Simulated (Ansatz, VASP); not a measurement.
## Se: VASP beside Ansatz

INCAR

```
  PREC = Accurate
  ENCUT = 520
  EDIFF = 1E-7
  ISMEAR = 0
  SIGMA = 0.1
  LREAL = False
  LASPH = True
  NELM = 100
  ALGO = Normal
  ISIF = 2
  LWAVE = False
  LCHARG = True
  GGA = PE
  LELF = True
  LVHAR = True
  NBANDS = 9
```

Contents of KPOINTS:

```
regular mesh
0
Gamma
  6 8 4
```

POSCAR

```
Se
1.0
    2.8395043100      0.0000000000      0.0000000000
    0.0000000000      2.2112263000      0.0000000000
   -1.4169634700      0.0000000000      4.5513510900
Se
1
Direct
    0.5000000000      0.0000000000      0.5000000000
```

Input for Ansatz:

```yaml
crystal:
  lattice:
    - [2.83950431, 0.0, 0.0]
    - [0.0, 2.2112263, 0.0]
    - [-1.41696347, 0.0, 4.55135109]
  atoms:
    - { symbol: Se, position: [0.5, 0.0, 0.5] }
basis:
  ecutwfc: 420
kpoints:
  mp_grid: { grid: [6, 8, 4] }
hamiltonian:
  xc: pbe
scf:
  occupations: { method: gaussian, width: 0.1 }
  lower_state_search: "off"
output:
  forces: true
  stress: true
  eigenvalues: true
```

Alike in both runs: task single point; functional PBE; k mesh 6 × 8 × 4; occupations gaussian, width 0.1 eV; no spin polarisation.

|  | VASP | Ansatz |
| --- | --- | --- |
| version | VASP 6.6.1 | Ansatz 0.2.0 |
| potentials or method | VASP PAW PBE potentials, release 64 (Se), cutoff 520 eV | scalar-relativistic, plane waves, PAW |
| valence electrons in the cell | 6 | 16 |

Ansatz gave:

| Item | Value |
| --- | --- |
| gap on the k mesh at the Fermi level (eV) | none |
| pressure (GPa) | 15.9 |
| traceless stress, the component that is largest in VASP (GPa) | 29.83 |

**Question.** What did VASP give for the same quantities?

**Answer.** gap on the k mesh at the Fermi level (eV): none; pressure (GPa): 16.1; traceless stress, the component that is largest in VASP (GPa): 30.13.

A gap of «none» marks a metal or a gap that the smearing closes. VASP's potentials hold 6 valence electrons a cell and Ansatz's 16, so a difference there can come from the potentials and not from the codes.

The k mesh is coarse, so the values compare programs but aren't converged.
